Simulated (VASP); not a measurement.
# CuI (F-43m) in VASP: a series of runs

The runs below take CuI through vibrations by perturbation theory, with PBEsol.

Everything below comes from runs of VASP 6.6.1. Logs are shortened: lines on timing, memory, paths and dates and some standing lists are left out, and cuts for length are marked.

## (1) The cell of the first run

It takes space group F-43m (No. 216, cubic). The conventional cell has a = 5.581 Å, b = 5.581 Å, c = 5.581 Å, α = 90.00°, β = 90.00°, γ = 90.00°. Cu (site symmetry -43m) has 4 I at 2.42 Å within 3.2 Å. I (site symmetry -43m) has 4 Cu at 2.42 Å within 3.2 Å.

## (2) Vibrations by perturbation theory, PBEsol

Contents of INCAR:

```
SYSTEM = CuI
ALGO = Normal
EDIFF = 1E-8
ENCUT = 520
GGA = PS
IBRION = 8
ISIF = 2
ISMEAR = 0
LASPH = .True.
LCHARG = .False.
LREAL = .False.
LWAVE = .False.
NBANDS = 16
NELM = 100
NSW = 1
PREC = Accurate
SIGMA = 0.01
```

Contents of KPOINTS:

```
k-points
0
Gamma
  6 6 6
  0 0 0
```

Contents of POSCAR:

```
CuI
1.0
    2.7905733649      2.7905733649      0.0000000000
   -2.7905733649      2.7905733649      0.0000000000
    0.0000000000      2.7905733649      2.7905733649
Cu I
1 1
Direct
    0.7500000000      0.2500000000      0.5000000000
    0.0000000000      0.0000000000      0.0000000000
```

Potentials or basis: VASP PAW PBE potentials, release 64 (Cu, I).

On the command line:

```console
> cat potpaw_PBE.64/Cu/POTCAR potpaw_PBE.64/I/POTCAR > POTCAR
> mpirun -np 1 vasp_std > vasp.out
```

OUTCAR:

```text
SYSTEM = CuI
   EDIFF = 1E-8
   ENCUT = 520
   GGA = PS
   IBRION = 8
   ISIF = 2
   ISMEAR = 0
   LASPH = .True.
   LREAL = .False.
   NELM = 100
   NSW = 1
   PREC = Accurate

 ion  position               nearest neighbor table
   1  0.750  0.250  0.500-   2 2.42   2 2.42   2 2.42   2 2.42
   2  0.000  0.000  0.000-   1 2.42   1 2.42   1 2.42   1 2.42

  LATTYP: Found a face centered cubic cell.
 ALAT       =     5.5811467298

  Lattice vectors:

 A1 = (   0.0000000000,   2.7905733649,   2.7905733649)
 A2 = (   2.7905733649,   0.0000000000,   2.7905733649)
 A3 = (   2.7905733649,   2.7905733649,   0.0000000000)

Analysis of symmetry for initial positions (statically):
=====================================================================
 Subroutine PRICEL returns:
 Original cell was already a primitive cell.

 Routine SETGRP: Setting up the symmetry group for a
 face centered cubic supercell.

 Subroutine GETGRP returns: Found 24 space group operations
 (whereof 24 operations were pure point group operations)
 out of a pool of 48 trial point group operations.

The static configuration has the point symmetry T_d .

Analysis of symmetry for dynamics (positions and initial velocities):
=====================================================================
 Subroutine PRICEL returns:
 Original cell was already a primitive cell.

 Routine SETGRP: Setting up the symmetry group for a
 face centered cubic supercell.

 Subroutine GETGRP returns: Found 24 space group operations
 (whereof 24 operations were pure point group operations)
 out of a pool of 48 trial point group operations.

The dynamic configuration has the point symmetry T_d .

 Subroutine INISYM returns: Found 24 space group operations
 (whereof 24 operations are pure point group operations),
 and found     1 'primitive' translations

----------------------------------------------------------------------------------------

                                     Primitive cell

  volume of cell :      43.4621

  direct lattice vectors                    reciprocal lattice vectors
     2.790573365  2.790573365  0.000000000     0.179174648  0.179174648 -0.179174648
    -2.790573365  2.790573365  0.000000000    -0.179174648  0.179174648 -0.179174648
     0.000000000  2.790573365  2.790573365     0.000000000  0.000000000  0.358349296

  length of vectors
     3.946466699  3.946466699  3.946466699     0.310339594  0.310339594  0.358349296

  position of ions in fractional coordinates (direct lattice)
     0.750000000  0.250000000  0.500000000
     0.000000000  0.000000000  0.000000000

  ion indices of the primitive-cell ions
   primitive index   ion index
                 1           1
                 2           2

----------------------------------------------------------------------------------------

 KPOINTS: k-points

Automatic generation of k-mesh.
 Grid dimensions read from file:
 generate k-points for:    6    6    6

 Generating k-lattice:

  Cartesian coordinates                     Fractional coordinates (reciprocal lattice)
     0.029862441  0.029862441 -0.029862441     0.166666667  0.000000000  0.000000000
    -0.029862441  0.029862441 -0.029862441     0.000000000  0.166666667  0.000000000
     0.000000000  0.000000000  0.059724883     0.000000000  0.000000000  0.166666667

  Length of vectors
     0.051723266  0.051723266  0.059724883

  Shift w.r.t. Gamma in fractional coordinates (k-lattice)
     0.000000000  0.000000000  0.000000000

 Subroutine IBZKPT returns following result:
 ===========================================

 Found     16 irreducible k-points:

 Following reciprocal coordinates:
            Coordinates               Weight
  0.000000  0.000000  0.000000      1.000000
  0.166667  0.000000  0.000000      8.000000
  0.333333  0.000000  0.000000      8.000000
  0.500000  0.000000  0.000000      4.000000
  0.166667  0.166667  0.000000     12.000000
  0.333333  0.166667  0.000000     24.000000
[... 8 lines left out ...]
  0.500000  0.333333  0.166667     24.000000
  0.500000  0.500000  0.166667     12.000000
   k-points           NKPTS =     16   k-points in BZ     NKDIM =     16   number of bands    NBANDS=     16
   number of dos      NEDOS =    301   number of ions     NIONS =      2
   total plane-waves  NPLWV =  27000
   dimension x,y,z NGX =    30 NGY =   30 NGZ =   30
   dimension x,y,z NGXF=    60 NGYF=   60 NGZF=   60
   ions per type =               1   1
   NGX,Y,Z   is equivalent  to a cutoff of  12.64, 12.64, 12.64 a.u.
   NGXF,Y,Z  is equivalent  to a cutoff of  25.28, 25.28, 25.28 a.u.
 SYSTEM =  CuI
   PREC   = accura    normal or accurate (medium, high low for compatibility)
   ISTART =      0    job   : 0-new  1-cont  2-samecut
   ICHARG =      2    charge: 1-file 2-atom 10-const
   ISPIN  =      1    spin polarized calculation?
   LNONCOLLINEAR =      F non collinear calculations
   LSORBIT =      F    spin-orbit coupling
   LASPH  =      T    aspherical Exc in radial PAW
   ENCUT  =  520.0 eV  38.22 Ry    6.18 a.u.   7.34  7.34  7.34*2*pi/ulx,y,z
   NELM   =    100;   NELMIN=  2; NELMDL= -5     # of ELM steps
   EDIFF  = 0.1E-07   stopping-criterion for ELM
   LREAL  =      F    real-space projection
   EDIFFG = 0.1E-06   stopping-criterion for IOM
   NSW    =      1    number of steps for IOM
   IBRION =      8    ionic relax: 0-MD 1-quasi-New 2-CG
   NFREE  =      0    steps in history (QN), initial steepest desc. (CG)
   ISIF   =      2    stress and relaxation
   ISYM   =      2    0-nonsym 1-usesym 2-fastsym
   POTIM  = 0.5000    time-step for ionic-motion
   TEBEG  =    0.0;   TEEND  =   0.0 temperature during run
   PSTRESS=    0.0 pullay stress
   NELECT =      18.0000    total number of electrons
   NUPDOWN=      -1.0000    fix difference up-down
   EMIN   =  10.00;   EMAX   =-10.00  energy-range for DOS
   EFERMI =   0.00;   METHOD = LEGACY
   ISMEAR =     0;   SIGMA  =   0.01  broadening in eV -4-tet -1-fermi 0-gaus
   EFERMI_NEDOS =   21; number of points for ismear=-14 and -15
   IALGO  =     38    algorithm
   IMIX   =      4    mixing-type and parameters
     AMIX     =   0.40;   BMIX     =  1.00
     AMIX_MAG =   1.60;   BMIX_MAG =  1.00
  volume/ion in A,a.u.               =      21.73       146.65
  Fermi-wavevector in a.u.,A,eV,Ry     =   1.220288  2.306009 20.260463  1.489102
  Thomas-Fermi vector in A             =   2.355510
   LORBIT       =      0    0 simple, 1 ext, 2 COOP (PROOUT), +10 PAW based schemes
   GGA     = PS    functional components
   LHFCALC =     F    Hartree Fock is set to
   AEXX    =    0.0000 exact exchange contribution
   IVDW    =     0    specifies the selected vdW correction
   LEPSILON=     F    determine dielectric tensor
   LRPA    =     F    only Hartree local field effects (RPA)
 non-spin polarized calculation
 Gauss-broadening in eV      SIGMA  =   0.01
  energy-cutoff  :      520.00
  volume of cell :       43.46
 maximum number of plane-waves:      1211
 NGX is ok and might be reduce to    30
   NGX = 15   NGY = 15   NGZ = 15

--------------------------------------- Ionic step        1  -------------------------------------------

 number of electron      17.9999997 magnetization

 Free energy of the ion-electron system (eV)
  ---------------------------------------------------
  ext. energy  EPLUGINS =         0.00000000
  ---------------------------------------------------
  free energy    TOTEN  =        -5.96262586 eV

  energy without entropy =       -5.96262586  energy(sigma->0) =       -5.96262586

 E-fermi :   7.4581     XC(G=0): -10.3209

 val. band max:        7.3843209519   @ k =   0.0000   0.0000   0.0000
 cond. band min:       9.1944159366   @ k =   0.0000   0.0000   0.0000
 fundamental gap:      1.8100949847
 Fermi energy:         7.4581037347

 k-point     1 :       0.0000    0.0000    0.0000
  band No.  band energies     occupation
      1      -8.2489      2.00000
      2       2.3530      2.00000
      3       2.3530      2.00000
      4       2.3530      2.00000
      5       4.2084      2.00000
      6       4.2084      2.00000
[... 283 lines left out ...]
      5       4.0538      2.00000
      6       4.1505      2.00000
[... 8 lines left out ...]
     15      20.0065      0.00000
     16      20.5090      0.00000

------------------------ aborting loop because EDIFF is reached ----------------------------------------

  FORCE on cell =-STRESS in cart. coord.  units (eV):
  Direction    XX          YY          ZZ          XY          YZ          ZX
  --------------------------------------------------------------------------------------
  -------------------------------------------------------------------------------------
  Total        4.1033278      4.1033278      4.1033278      0.0000000      0.0000000     -0.0000000
  in kB      151.2643075    151.2643075    151.2643075      0.0000000      0.0000000     -0.0000000
  external PRESSURE =     151.2643075 kB  Pullay stress =       0.0000000 kB

 VOLUME and BASIS-vectors are now :
 -----------------------------------------------------------------------------
  energy-cutoff  :      520.00
  volume of cell :       43.46
      direct lattice vectors                 reciprocal lattice vectors
     2.790573365  2.790573365  0.000000000     0.179174648  0.179174648 -0.179174648
    -2.790573365  2.790573365  0.000000000    -0.179174648  0.179174648 -0.179174648
     0.000000000  2.790573365  2.790573365     0.000000000  0.000000000  0.358349296

 POSITION                                       TOTAL-FORCE (eV/Angst)
 -----------------------------------------------------------------------------------
      1.39529      4.18586      1.39529         0.000000     -0.000000      0.000000
      0.00000      0.00000      0.00000        -0.000000      0.000000     -0.000000
 -----------------------------------------------------------------------------------
    total drift:                                0.000001      0.000000      0.000000

  FREE ENERGIE OF THE ION-ELECTRON SYSTEM (eV)
  ---------------------------------------------------
  free  energy   TOTEN  =        -5.9626258592 eV

  energy  without entropy=       -5.9626258592  energy(sigma->0) =       -5.96262586

[... ionic steps 2 to 3 ...]

--------------------------------------- Ionic step        4  -------------------------------------------

------------------------ aborting loop because EDIFF is reached ----------------------------------------

[... ionic steps 5 to 6 ...]

--------------------------------------- Ionic step        7  -------------------------------------------

 Free energy of the ion-electron system (eV)
  ---------------------------------------------------
  ---------------------------------------------------
  free energy    TOTEN  =        -0.07506904 eV

  energy without entropy =       -0.07506904

------------------------ aborting loop because EDIFF is reached ----------------------------------------

 INTERNAL STRAIN TENSOR  FOR ION    2  DIRECTION 1   (eV/Angst):
 -----------------------------------------------------------------------------
     0.05412  0.00000  0.00000
     0.00000 -0.06059-12.28520
     0.00000-12.28520 -0.06059

 INTERNAL STRAIN TENSOR FOR ION    2 for displacements in x,y,z  (eV/Angst):
          X           Y           Z          XY          YZ          ZX
  --------------------------------------------------------------------------------
  x     0.00000     0.00000     0.00000     0.00000   -12.28520     0.00000
  y     0.00000     0.00000     0.00000     0.00000     0.00000   -12.28520
  z     0.00000     0.00000     0.00000   -12.28520     0.00000     0.00000

 SECOND DERIVATIVES (NOT SYMMETRIZED)
 ------------------------------------
               1X          1Y          1Z          2X          2Y          2Z
  1X    -7.679708   -0.000000    0.000000    7.679708    0.000000   -0.000000
  1Y     0.000000   -7.679708   -0.000000   -0.000000    7.679708    0.000000
  1Z     0.000000   -0.000000   -7.679708   -0.000000    0.000000    7.679708
  2X     7.705981    0.000000   -0.000000   -7.705981   -0.000000    0.000000
  2Y    -0.000000    7.705981    0.000000    0.000000   -7.705981   -0.000000
  2Z    -0.000000    0.000000    7.705981    0.000000   -0.000000   -7.705981

 Eigenvectors and eigenvalues of the dynamical matrix
 ----------------------------------------------------

   1 f  =    6.661617 THz    41.856176 2PiTHz  222.207634 cm-1    27.550223 meV
             X         Y         Z           dx          dy          dz
      1.395287  4.185860  1.395287     0.000000   -0.000000   -0.815829
      0.000000  0.000000  0.000000    -0.000000    0.000000    0.578293
[... 21 lines left out ...]
   6 f/i=    0.005367 THz     0.033720 2PiTHz    0.179014 cm-1     0.022195 meV
             X         Y         Z           dx          dy          dz
      1.395287  4.185860  1.395287     0.000000   -0.000000   -0.578293
      0.000000  0.000000  0.000000    -0.000000    0.000000   -0.815829

--------------------------------------------------------------------------------------------------------

 ELASTIC MODULI CONTR FROM IONIC RELAXATION (kBar)
 Direction    XX          YY          ZZ          XY          YZ          ZX
 --------------------------------------------------------------------------------
 XX          -0.0000     -0.0000     -0.0000      0.0000      0.0000     -0.0000
 YY          -0.0000     -0.0000      0.0000      0.0000      0.0000      0.0000
 ZZ          -0.0000      0.0000     -0.0000      0.0000      0.0000     -0.0000
 XY           0.0000      0.0000      0.0000   -740.2876     -0.0000     -0.0000
 YZ           0.0000      0.0000      0.0000     -0.0000   -740.2876     -0.0000
 ZX          -0.0000      0.0000     -0.0000     -0.0000     -0.0000   -740.2876
 --------------------------------------------------------------------------------
```

Run time: 5 min. Hardware: 1 thread of Intel Xeon 8259CL, shared host; peak memory 0.24 GiB.

What came out:

- Highest phonon frequency at Γ, LO-TO splitting left out: 222 cm⁻¹

Phonon frequencies in cm⁻¹ (negative: imaginary):
```csv
q point,frequencies
"(0.000, 0.000, 0.000)",0 0 0 222 222 222
```

Caveat: the cell stands under pressure or tension, which shifts response properties; the PAW data sets were made with another functional, which shifts forces and pressure a little; spin-orbit coupling is left out, which moves the levels of the heavy elements.

(Continued in part 2 of 2.)
